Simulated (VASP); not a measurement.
AgCl (Chlorargyrite): single point with LDA

Crystal: AgCl (Chlorargyrite).

```
Ag Cl
1.0
     0.00000    2.73500    2.73500
     2.73500    0.00000    2.73500
     2.73500    2.73500    0.00000
Ag Cl
1 1
Direct
  0.00000 0.00000 0.00000
  0.50000 0.50000 0.50000
```

```json
{
 "Program": "VASP 6.6.1",
 "Task": "single point",
 "Functional": "LDA",
 "Potentials or basis": "VASP PAW LDA potentials, release 64 (Ag, Cl)",
 "Cutoff": "520 eV",
 "k mesh": "9 × 9 × 9",
 "Occupations": "fermi-dirac, width 0.03 eV",
 "Spin": "no spin polarisation"
}
```

```
Pressure               : -3.8 GPa
Band gap on the k mesh : 0.69 eV, indirect (least direct gap 3.07 eV)
```

Levels at points of the mesh, in eV from the valence-band top:
```
           k point  band 6  band 7  band 8  band 9  band 10  band 11  band 12  band 13
(0.00, 0.00, 0.00)   -2.61   -2.43   -2.43   -2.43     0.69    10.78    10.78    10.78
```

Run time: 49 s on 1 thread of Intel Xeon 8259CL, with other jobs on the host, peak memory 0.16 GiB.

A k mesh can miss the band edges.
